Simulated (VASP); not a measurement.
A run of VASP 6.6.1:

Contents of INCAR:

```
PREC = Accurate
ENCUT = 520
EDIFF = 1E-6
ISMEAR = 0
SIGMA = 0.01
LREAL = False
LASPH = True
NELM = 60
ALGO = Normal
ISIF = 2
LWAVE = False
LCHARG = False
NBANDS = 11
```

KPOINTS

```
regular mesh
0
Gamma
  10 10 10
```

The input POSCAR:

```
SiC
1.0
    2.2077750954      2.2077750954      0.0000000000
   -2.2077750954      2.2077750954      0.0000000000
    0.0000000000      2.2077750954      2.1385115630
Si C
1 1
Direct
    0.0000000000      0.0000000000      0.0000000000
    0.7500000000      0.2500000000      0.5000000000
```

Potentials or basis: VASP PAW LDA potentials, release 64 (Si, C).

Command:

```console
$ cat potpaw_LDA.64/Si/POTCAR potpaw_LDA.64/C/POTCAR > POTCAR
$ mpirun -np 1 vasp_std > vasp.out
```

Hardware: 1 thread of Intel(R) Xeon(R) 6975P-C (Granite Rapids), on a shared host.

How long does it take, and how much memory?

It took 5.3 s on 1 thread of Intel(R) Xeon(R) 6975P-C (Granite Rapids), on a shared host, peak memory 0.13 GiB. Counts: scf iterations 11, k points 102.
